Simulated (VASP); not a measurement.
Here is a VASP 6.6.1 calculation.

Contents of INCAR:

```
SYSTEM = PtS2
PREC = Accurate
ENCUT = 600
EDIFF = 1E-6
ISMEAR = -1
SIGMA = 0.03
LREAL = .FALSE.
LASPH = .TRUE.
NELM = 60
ALGO = Normal
ISIF = 3
LWAVE = .FALSE.
LCHARG = .FALSE.
GGA = PS
IBRION = 2
NSW = 100
EDIFFG = -0.01
```

KPOINTS

```
Automatic mesh
0
G
  9 9 4
  0 0 0
```

POSCAR

```
PtS2
1.0
    3.5487421893      0.0000000000      0.0000000000
   -1.7743710947      3.0733008875      0.0000000000
    0.0000000000      0.0000000000      5.5970665400
Pt S
1 2
Direct
    0.0000000000      0.0000000000      0.0000000000
    0.6666666700      0.3333333300      0.7796640600
    0.3333333300      0.6666666700      0.2203359400
```

Potentials or basis: VASP PAW PBE potentials, release 64 (Pt, S).

Run with:

```sh
$ cat potpaw_PBE.64/Pt/POTCAR potpaw_PBE.64/S/POTCAR > POTCAR
$ mpirun -np 1 vasp_std > vasp.out
```

Task: Estimate the relaxed volume.

Result: 17.70 Å³/atom.

Task: Predict the space group after relaxing (to 0.05 Å).

Result: P-3m1 (No. 164).

Stress tensor (GPa, compression positive):
```
 0.08  0.00  0.00
 0.00  0.08  0.00
 0.00  0.00 -0.01
```

Caveat: the PAW data sets were made with another functional, which shifts forces and pressure a little; this functional lacks dispersion, which binds the layers, so the pressure and a relaxed spacing across them are unreliable.
